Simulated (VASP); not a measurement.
# HfB (I4mm) in VASP: further runs, part 2 of 2

VASP 6.6.1. The steps go on from the part before.

## (4) Single point, PBEsol (atoms displaced along a vibrational mode)

The input, INCAR:

```
ALGO = Normal ; EDIFF = 1E-7
ENCUT = 520 ; GGA = PS
ISIF = 2 ; ISMEAR = 0
LASPH = T ; LCHARG = T
LELF = T ; LREAL = F
LVHAR = T ; LWAVE = F
NBANDS = 14 ; NELM = 60
PREC = Accurate ; SIGMA = 0.15
```

The input, KPOINTS:

```
k-points
0
Gamma
  16 16 16
```

The input, POSCAR:

```
HfB
1.0
    0.0000000000      2.3936993068      2.3936993068
    2.3936993068      0.0000000000      2.3936993068
    2.3936993068      2.3936993068      0.0000000000
Hf B
1 1
Direct
    0.4990473968      0.5009526032      0.5009526032
    0.0157287926     -0.0157287926     -0.0157287926
```

Potentials or basis: VASP PAW PBE potentials, release 64 (Hf_pv, B).

Launch:

```console
$ cat potpaw_PBE.64/Hf_pv/POTCAR potpaw_PBE.64/B/POTCAR > POTCAR
$ mpirun -np 1 vasp_std > vasp.out
```

OUTCAR:

```text
EDIFF = 1E-7
   ENCUT = 520
   GGA = PS
   ISIF = 2
   ISMEAR = 0
   LASPH = T
   LREAL = F
   NELM = 60
   PREC = Accurate

 ion  position               nearest neighbor table
   1  0.499  0.501  0.501-   2 2.31   2 2.40   2 2.40   2 2.40   2 2.40   2 2.47
   2  0.016  0.984  0.984-   1 2.31   1 2.40   1 2.40   1 2.40   1 2.40   1 2.47

  LATTYP: Found a face centered cubic cell.
 ALAT       =     4.7873986136

  Lattice vectors:

 A1 = (   0.0000000000,   2.3936993068,   2.3936993068)
 A2 = (   2.3936993068,   0.0000000000,   2.3936993068)
[... 585 lines left out ...]
      9      10.1621      0.00000
     10      10.8964      0.00000
     11      12.5918      0.00000
     12      16.2841      0.00000
     13      17.0322      0.00000
     14      17.6706      0.00000

 [... further k-points ...]
[... 5 lines left out ...]
  --------------------------------------------------------------------------------------
  -------------------------------------------------------------------------------------
  Total        0.3067361      0.0450370      0.0450370      0.0000000     -0.0000000      0.0000000
  in kB       17.9158224      2.6305193      2.6305193      0.0000000     -0.0000000      0.0000000
  external PRESSURE =       7.7256203 kB  Pullay stress =       0.0000000 kB

 VOLUME and BASIS-vectors are now :
 -----------------------------------------------------------------------------
  energy-cutoff  :      520.00
  volume of cell :       27.43
      direct lattice vectors                 reciprocal lattice vectors
     0.000000000  2.393699307  2.393699307    -0.208881708  0.208881708  0.208881708
     2.393699307  0.000000000  2.393699307     0.208881708 -0.208881708  0.208881708
     2.393699307  2.393699307  0.000000000     0.208881708  0.208881708 -0.208881708

 POSITION                                       TOTAL-FORCE (eV/Angst)
 -----------------------------------------------------------------------------------
      2.39826      2.39370      2.39370        -0.690580      0.000000      0.000000
      4.71210      2.39370      2.39370         0.690580      0.000000      0.000000
 -----------------------------------------------------------------------------------
    total drift:                                0.000024      0.000000      0.000000

  FREE ENERGIE OF THE ION-ELECTRON SYSTEM (eV)
  ---------------------------------------------------
  free  energy   TOTEN  =       -18.3872411489 eV

  energy  without entropy=      -18.3767443115  energy(sigma->0) =      -18.38199273
```

OSZICAR:

```text
N       E                     dE             d eps       ncg     rms          rms(c)
DAV:   1     0.201354272248E+02    0.20135E+02   -0.68971E+03  9796   0.857E+02
DAV:   2    -0.189498659489E+02   -0.39085E+02   -0.37180E+02 12402   0.189E+02
DAV:   3    -0.199778682001E+02   -0.10280E+01   -0.10218E+01 12288   0.210E+01
DAV:   4    -0.199819066097E+02   -0.40384E-02   -0.40382E-02 11276   0.165E+00
DAV:   5    -0.199819304032E+02   -0.23793E-04   -0.23793E-04 12498   0.114E-01    0.568E+01
DAV:   6    -0.184541891333E+02    0.15277E+01   -0.25431E+00 11620   0.949E+00    0.361E+01
DAV:   7    -0.184116105255E+02    0.42579E-01   -0.62392E-01 12826   0.509E+00    0.995E+00
DAV:   8    -0.183872469791E+02    0.24364E-01   -0.71016E-02 11086   0.159E+00    0.121E+00
DAV:   9    -0.183872400124E+02    0.69666E-05   -0.40026E-03 12874   0.451E-01    0.282E-01
DAV:  10    -0.183872414509E+02   -0.14385E-05   -0.59473E-05 11116   0.559E-02    0.364E-02
DAV:  11    -0.183872415655E+02   -0.11457E-06   -0.12231E-06 12636   0.798E-03    0.156E-02
DAV:  12    -0.183872411876E+02    0.37784E-06   -0.60497E-07 11380   0.533E-03    0.398E-03
DAV:  13    -0.183872411489E+02    0.38744E-07   -0.17315E-08  9374   0.112E-03
   1 F= -.18387241E+02 E0= -.18381993E+02  d E =-.104968E-01
```

stdout:

```text
POSCAR found type information on POSCAR HfB
 POSCAR found :  2 types and       2 ions
 scaLAPACK will be used
 -----------------------------------------------------------------------------
|                                                                             |
|                                                                             |
|     You enforced a specific xc type in the INCAR file but a different       |
|     I HOPE YOU KNOW WHAT YOU ARE DOING!                                     |
|                                                                             |
 -----------------------------------------------------------------------------

 LDA part: xc-table for (Slater+PW92), standard interpolation
 POSCAR, INCAR and KPOINTS ok, starting setup
 FFT: planning ... GRIDC
 FFT: planning ... GRID_SOFT
 FFT: planning ... GRID
 WAVECAR not read
 entering main loop
```

It took 61 s on 1 thread of Intel Xeon 6975P-C (Granite Rapids), shared host; peak memory 0.27 GiB.

Results:

```yaml
Free_energy: -18.3872 eV
Pressure: 0.8 GPa
Largest_force: 0.691 eV/Å
Band_gap_on_the_k_mesh: zero (an odd number of electrons rules out a gap without spin polarisation)
```

Forces on the atoms (eV/Å):
```
Hf  -0.691  0.000  0.000
B    0.691  0.000  0.000
```

Caveat: the cell differs from its parent crystal (atoms displaced along a vibrational mode); the PAW data sets were made with another functional, which shifts forces and pressure a little; spin-orbit coupling is left out, which moves the levels of the heavy elements.

## (5) Overview

| cell | gap on the mesh (eV) | pressure (GPa) | largest force (eV/Å) |
| --- | --- | --- | --- |
| as given, atomic positions A | none | 0.5 | 0.34 |
| as given, atomic positions B | none | 1.2 | 1.08 |
| as given, atomic positions C | none | 0.8 | 0.69 |

Alike in all rows: task single point; level PBEsol; potentials or basis VASP PAW PBE potentials, release 64 (Hf_pv, B); no spin polarisation; k mesh 16 × 16 × 16; cutoff (eV) 520; smearing gaussian 0.15 eV.

Caveats: the PAW data sets were made with another functional, which shifts forces and pressure a little; spin-orbit coupling is left out, which moves the levels of the heavy elements.

Absolute energies hang on the potentials; compare differences alone.
